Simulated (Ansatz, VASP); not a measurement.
Al in VASP and in Ansatz

File INCAR:

```
SYSTEM = Al
PREC = Accurate ; ENCUT = 520
EDIFF = 1E-6 ; ISMEAR = 0
SIGMA = 0.15 ; LREAL = .False.
LASPH = .True. ; NELM = 100
ALGO = Fast ; ISIF = 2
LWAVE = .False. ; LCHARG = .False.
GGA = PS ; IVDW = 12
NBANDS = 8
```

File KPOINTS:

```
regular mesh
0
Gamma
  20 20 20
  0 0 0
```

The input POSCAR:

```
Al
1.0
    0.0000000000      2.0543397000      1.9936203000
    2.0543397000      0.0000000000      1.9936203000
    2.0543397000      2.0543397000      0.0000000000
Al
1
Direct
    0.0000000000      0.0000000000      0.0000000000
```

Input for Ansatz:

```yaml
crystal:
  lattice:
    - [0.0, 2.0543397, 1.9936203]
    - [2.0543397, 0.0, 1.9936203]
    - [2.0543397, 2.0543397, 0.0]
  atoms:
    - { symbol: Al, position: [0.0, 0.0, 0.0] }
basis:
  ecutwfc: 420
kpoints:
  mp_grid: { grid: [20, 20, 20] }
hamiltonian:
  xc: pbesol
  dispersion: d3bj
scf:
  occupations: { method: gaussian, width: 0.15 }
output:
  forces: true
  stress: true
  eigenvalues: true
```

Change from the starting cell: strain +0.015 along x and y, -0.015 along z, atoms carried along.

Alike in both runs: task single point; functional PBEsol; dispersion D3(BJ); k mesh 20 × 20 × 20; occupations gaussian, width 0.15 eV; no spin polarisation.

```csv
,VASP,Ansatz
version,VASP 6.6.1,Ansatz 0.2.0
potentials or method,"VASP PAW PBE potentials, release 64 (Al), cutoff 520 eV","scalar-relativistic, plane waves, PAW"
valence electrons in the cell,3,3
```

```tsv
	VASP	Ansatz	Ansatz less VASP
gap on the k mesh at the Fermi level (eV)	none	none	-
pressure (GPa)	-5.9	-5.9	-0.05
traceless stress, the component that is largest in VASP (GPa)	0.53	0.52	-0.003
```

VASP's potentials were made for PBE, not for PBEsol. A gap of «none» marks a metal or a gap that the smearing closes.
